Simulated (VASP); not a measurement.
## Si2W: single point with PBE

The system is Si2W.

```xyz
3
Lattice="-1.6259 1.6259 3.9560 1.6259 -1.6259 3.9560 1.6259 1.6259 -3.9560" Properties=species:S:1:pos:R:3 pbc="T T T"
Si    0.0000    0.0000    2.6496
Si    0.0000    0.0000    5.2624
W     0.0000    0.0000    0.0000
```

| Item | Value |
| --- | --- |
| Program | VASP 6.6.1 |
| Task | single point |
| Functional | PBE |
| Potentials or basis | VASP PAW PBE potentials, release 64 (Si, W_sv) |
| Cutoff | 520 eV |
| k mesh | 18 × 18 × 18 |
| Occupations | gaussian, width 0.05 eV |
| Spin | no spin polarisation |
| Dipole correction | no |
| Further INCAR settings | ALGO = Normal; EDIFF = 1e-06; NBANDS = 18 |

```
Pressure               : -4.1 GPa
Band gap on the k mesh : zero (bands 11 and 12 overlap by 1.20 eV)
```

Levels at points of the mesh, in eV from the Fermi level:
```tsv
k point	band 7	band 8	band 9	band 10	band 11	band 12	band 13	band 14	band 15	band 16
(0.00, 0.00, 0.00)	-3.77	-3.17	-2.76	-2.76	0.56	2.53	2.94	2.94	3.05	4.44
(0.50, 0.00, 0.00)	-5.60	-4.76	-2.72	-2.65	-0.41	2.55	2.72	3.83	4.15	5.03
(0.50, 0.50, 0.00)	-5.86	-5.51	-4.89	-3.12	-1.77	2.67	2.80	2.95	3.79	4.29
(0.50, 0.50, 0.50)	-3.66	-2.49	-0.86	-0.86	-0.49	-0.49	0.73	4.38	4.49	6.14
```

Run time: 2.9 min on 1 thread of Intel(R) Xeon(R) 6975P-C (Granite Rapids), on a shared host, peak memory 0.46 GiB.

Caveat: the cell stands under tension; spin-orbit coupling is left out, which moves the levels of the heavy elements.
